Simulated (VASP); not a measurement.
A run of VASP 6.6.1 is set up as follows.

The input INCAR:

```
SYSTEM = NaTmI4
  PREC = Accurate
  ENCUT = 500
  EDIFF = 1E-6
  ISMEAR = 0
  SIGMA = 0.1
  LREAL = .FALSE.
  LASPH = .TRUE.
  NELM = 200
  ALGO = Normal
  ISIF = 2
  LWAVE = .FALSE.
  LCHARG = .FALSE.
  GGA = PE
  NBANDS = 31
  GGA_COMPAT = .FALSE.
  LMAXMIX = 6
```

KPOINTS

```
regular mesh
0
G
  6 6 4
  0 0 0
```

POSCAR

```
NaTmI4
1.0
    5.8191128075      0.0000000000      0.0000000000
   -2.9095564037      5.0394995187      0.0000000000
    0.0000000000      0.0000000000      9.6243675011
Na Tm I
1 1 4
Direct
    0.0000000000      0.0000000000      0.5000000000
    0.0000000000      0.0000000000      0.0000000000
    0.3333333333      0.6666666667      0.0000000000
    0.6666666667      0.3333333333      0.0000000000
    0.3333333333      0.6666666667      0.5000000000
    0.6666666667      0.3333333333      0.5000000000
```

Potentials or basis: VASP PAW PBE potentials, release 64 (Na_pv, Tm_3, I), 4f in core.

Run with:

```console
$ cat potpaw_PBE.64/Na_pv/POTCAR potpaw_PBE.64/Tm_3/POTCAR potpaw_PBE.64/I/POTCAR > POTCAR
$ mpirun -np 1 vasp_std > vasp.out
```

(1) Predict the pressure.

(2) What does it give for the band gap on the k mesh?

Results:

(1) 0.1 GPa.

(2) zero (bands 22 and 23 overlap by 0.64 eV).

Caveat: spin-orbit coupling is left out, which moves the levels of the heavy elements; the 4f electrons are frozen in the core, so they carry no moment and show no levels; the run has no spin polarisation, though such a crystal can be magnetic.
